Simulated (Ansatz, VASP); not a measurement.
# Mo in VASP and in Ansatz

```
Mo
1.0
     2.94067    0.00000    0.00000
    -1.47034    2.19134    0.00000
     0.00000    0.00000    2.55518
Mo
1
Direct
  0.00000 0.00000 0.50000
```

Change from the starting cell: strain +0.0750 x Voigt [1, -1, 0, 0, 0, 0], atoms carried along.

Alike in both runs: task single point; functional PBEsol; k mesh 18 × 18 × 18; occupations gaussian, width 0.15 eV; no spin polarisation.

```csv
,VASP,Ansatz
version,VASP 6.6.1,Ansatz 0.2.0
potentials or method,"VASP PAW PBE potentials, release 64 (Mo_sv), cutoff 520 eV","scalar-relativistic, plane waves, PAW"
valence electrons in the cell,14,14
```

Ansatz gave:

| Item | Value |
| --- | --- |
| gap on the k mesh at the Fermi level (eV) | none |
| pressure (GPa) | -1.2 |
| traceless stress, the component that is largest in VASP (GPa) | -5.36 |

**Question.** What did VASP give for the same quantities?

**Answer.** gap on the k mesh at the Fermi level (eV): none; pressure (GPa): -0.7; traceless stress, the component that is largest in VASP (GPa): -5.27.

VASP's potentials were made for PBE, not for PBEsol. A gap of «none» marks a metal or a gap that the smearing closes. The functional is the same, so the differences come from potentials, cutoffs and numerics.
